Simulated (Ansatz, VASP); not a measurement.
GaP: VASP beside Ansatz

```
Ga P
1.0
     0.00000    2.42804    3.43325
     2.42804    0.00000    3.43325
     2.42804    2.42804    0.00000
Ga P
1 1
Direct
  0.00000 0.00000 0.00000
  0.75000 0.75000 0.75000
```

Alike in both runs: task single point; functional LDA; k mesh 10 × 10 × 10; occupations gaussian, width 0.05 eV; no spin polarisation.

|  | VASP | Ansatz |
| --- | --- | --- |
| version | VASP 6.6.1 | Ansatz 0.2.0 |
| potentials or method | VASP PAW LDA potentials, release 64 (Ga_d, P), cutoff 520 eV | scalar-relativistic, plane waves, PAW |
| valence electrons in the cell | 18 | 18 |

```csv
,VASP,Ansatz,Ansatz less VASP
gap on the k mesh at the Fermi level (eV),none,none,-
pressure (GPa),-3.4,-3.4,-0.08
"traceless stress, the component that is largest in VASP (GPa)",-18.67,-18.65,+0.026
```

LDA's correlation is that of Perdew and Zunger in VASP and of Perdew and Wang (1992) in Ansatz. A gap of «none» marks a metal or a gap that the smearing closes.
